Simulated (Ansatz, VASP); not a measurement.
Two plane-wave programs on Sc4Mo

```
Sc Mo
1.0
     4.89558    0.00000    0.00000
    -2.44779    4.23970    0.00000
     0.00000    0.00000    5.71339
Sc Mo
4 1
Cartesian
  0.0000 2.8265 2.8567
  2.4478 1.4132 2.8567
  0.0000 2.8265 0.0000
  2.4478 1.4132 0.0000
  0.0000 0.0000 2.8567
```

Alike in both runs: functional PBE; k mesh 6 × 6 × 4; occupations gaussian, width 0.1 eV; no spin polarisation.

Ansatz relaxed the structure, and its values are those at the end. VASP's run is a single point on that final structure, the one shown.

|  | VASP | Ansatz |
| --- | --- | --- |
| version | VASP 6.6.1 | Ansatz 0.2.0 |
| potentials or method | VASP PAW PBE potentials, release 64 (Sc_sv, Mo_sv), cutoff 520 eV | scalar-relativistic, plane waves, PAW |
| valence electrons in the cell | 58 | 58 |

|  | VASP | Ansatz | Ansatz less VASP |
| --- | --- | --- | --- |
| gap on the k mesh at the Fermi level (eV) | none | none | - |
| pressure (GPa) | 0.4 | 0.3 | -0.11 |

A gap of «none» marks a metal or a gap that the smearing closes. The functional is the same, so the differences come from potentials, cutoffs and numerics.
